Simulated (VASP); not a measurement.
Runs of VASP 6.6.1 on Rh. The structure is that of space group P6_3/mmc (No. 194), or close to it. The cells are those of the table. This isn't the form of Rh at room conditions, which is fcc.

```csv
task,level,cell,cutoff (eV),gap on the mesh (eV),pressure (GPa),relaxed volume (Å³/atom)
relaxation of cell and atoms,r2SCAN,"relaxed from a = 2.692, b = 2.692, c = 8.798 Å, angles 90.0, 90.0, 120.0°, 4 atoms",600,none,0.0,13.79
relaxation of cell and atoms,PBEsol,"relaxed from a = 2.692, b = 2.692, c = 8.798 Å, angles 90.0, 90.0, 120.0°, 4 atoms",600,none,0.0,13.51
single point,r2SCAN+D4,"a = 2.683, b = 2.683, c = 8.731 Å, angles 90.0, 90.0, 120.0°, 4 atoms",520,none,1.3,-
relaxation of cell and atoms,r2SCAN+D4,"relaxed from a = 2.692, b = 2.692, c = 8.798 Å, angles 90.0, 90.0, 120.0°, 4 atoms",600,none,0.1,(b)
single point,r2SCAN,"a = 2.691, b = 2.691, c = 8.758 Å, angles 90.0, 90.0, 120.0°, 4 atoms",520,none,(a),-
single point,PBEsol,"a = 2.677, b = 2.677, c = 8.715 Å, angles 90.0, 90.0, 120.0°, 4 atoms",520,none,-0.1,-
```

Alike in all rows: potentials or basis VASP PAW PBE potentials, release 64 (Rh_pv); no spin polarisation; k mesh 9 × 9 × 3; smearing methfessel-paxton 0.1 eV.

Q: Estimate the missing entries.

A: (a) 1.2; (b) 13.66.

Caveats: the PAW data sets were made with another functional, which shifts forces and pressure a little.

A k mesh can miss the band edges, and the runs leave out spin-orbit coupling on Rh.

A gap of «none» marks levels without a gap at the run's occupations.
